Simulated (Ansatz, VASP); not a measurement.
## One calculation of Bi, two programs

File INCAR:

```
SYSTEM = Bi
ALGO     = Normal         ! electronic algorithm
EDIFF    = 1E-7           ! SCF threshold, eV
ENCUT    = 520            ! plane-wave cutoff, eV
GGA      = PS             ! functional
ISIF     = 2              ! what is computed and relaxed
ISMEAR   = -1             ! smearing method
LASPH    = .True.         ! aspherical terms in the spheres
LCHARG   = .False.        ! write CHGCAR
LREAL    = .False.        ! projectors in reciprocal space
LWAVE    = .False.        ! write WAVECAR
NBANDS   = 30             ! bands
NELM     = 60             ! most SCF steps
PREC     = Accurate       ! precision mode
SIGMA    = 0.1            ! smearing width, eV
```

Contents of KPOINTS:

```
k-points
0
Gamma
  7 7 11
  0 0 0
```

The input POSCAR:

```
Bi
1.0
    5.8436882949      0.0000000000      0.0000000000
   -2.9218441475      5.0607825152      0.0000000000
    0.0000000000      0.0000000000      3.4512817072
Bi
3
Direct
    0.0000000000      1.0000000000      0.0000000000
    0.3333333333      0.6666666667      0.5000000000
    0.6666666667      0.3333333333      0.5000000000
```

Input for Ansatz:

```yaml
crystal:
  lattice:
    - [5.8436882949, 0.0, 0.0]
    - [-2.9218441475, 5.0607825152, 0.0]
    - [0.0, 0.0, 3.4512817072]
  atoms:
    - { symbol: Bi, position: [0.0, 1.0, 0.0] }
    - { symbol: Bi, position: [0.3333333333, 0.6666666667, 0.5] }
    - { symbol: Bi, position: [0.6666666667, 0.3333333333, 0.5] }
hamiltonian:
  xc: pbesol
  pseudopotentials:
    kind: paw
    azcp:
      Bi: "pseudopotentials/Bi.paw.azcp"
basis:
  ecutwfc: 420
  fft_grid_basis: typed
kpoints:
  mp_grid: { grid: [7, 7, 11], shift: [0, 0, 0] }
magnetization:
  spin_polarized: false
scf:
  occupations: { method: fermi_dirac, width: 0.1 }
  lower_state_search: "off"
output:
  stress: true
```

Alike in both runs: task single point; functional PBEsol; k mesh 7 × 7 × 11; occupations fermi-dirac, width 0.1 eV; no spin polarisation.

```csv
,VASP,Ansatz
version,VASP 6.6.1,Ansatz 0.2.0
potentials or method,"VASP PAW PBE potentials, release 64 (Bi_d), cutoff 520 eV","plane waves (420 eV) with PAW, scalar-relativistic"
valence electrons in the cell,45,45
```

```tsv
	VASP	Ansatz	Ansatz less VASP
pressure (GPa)	-5.0	-5.0	+0.07
traceless stress, the component that is largest in VASP (GPa)	0.19	0.19	+0.001
```

VASP's potentials were made for PBE, not for PBEsol, and Ansatz warns of the same on its side. With one functional, cell and mesh, what is left measures potentials, basis and numerics.

Neither program's run includes spin-orbit coupling.
